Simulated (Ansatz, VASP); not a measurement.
**One calculation of AlTl2InB4Sb4P4, two programs**

```
B Al P In Sb Tl
1.0
    -5.57048    5.57796   -0.07292
    -5.59267   -0.09603    5.48150
     0.14724    5.65218    5.53385
B Al P In Sb Tl
4 1 4 1 4 2
Direct
  0.49473 0.96706 0.01322
  0.99543 0.49979 0.03010
  0.49646 0.52923 0.00161
  0.99933 0.52118 0.45152
  0.01934 0.98305 0.02395
  0.88723 0.81766 0.37166
  0.38263 0.88868 0.30421
  0.90469 0.41360 0.33688
  0.39190 0.84253 0.91742
  0.51759 0.51803 0.49433
  0.85339 0.85216 0.90997
  0.35132 0.40632 0.34584
  0.86859 0.39867 0.87932
  0.36347 0.37193 0.91395
  0.99062 0.01118 0.48142
  0.48898 0.97562 0.51454
```

Alike in both runs: functional PBE; k mesh 3 × 3 × 3; occupations gaussian, width 0.1 eV; no spin polarisation.

Ansatz relaxed the structure, and its values are those at the end. VASP's run is a single point on that final structure, the one shown.

```csv
,VASP,Ansatz
version,VASP 6.6.1,Ansatz 0.2.0
potentials or method,"VASP PAW PBE potentials, release 64 (B, Al, P, In_d, Sb, Tl_d), cutoff 520 eV","scalar-relativistic, plane waves, PAW"
valence electrons in the cell,94,134
```

Ansatz gave:

| Property | Result |
| --- | --- |
| gap on the k mesh at the Fermi level (eV) | none |
| pressure (GPa) | 0.0 |
| rms of the force components (eV/Å) | 0.009 |

Estimate VASP's values.

gap on the k mesh at the Fermi level (eV): none; pressure (GPa): 0.0; rms of the force components (eV/Å): 0.018.

A gap of «none» marks a metal or a gap that the smearing closes. VASP's potentials hold 94 valence electrons a cell and Ansatz's 134, so a difference there can come from the potentials and not from the codes.

Spin-orbit coupling is off throughout.
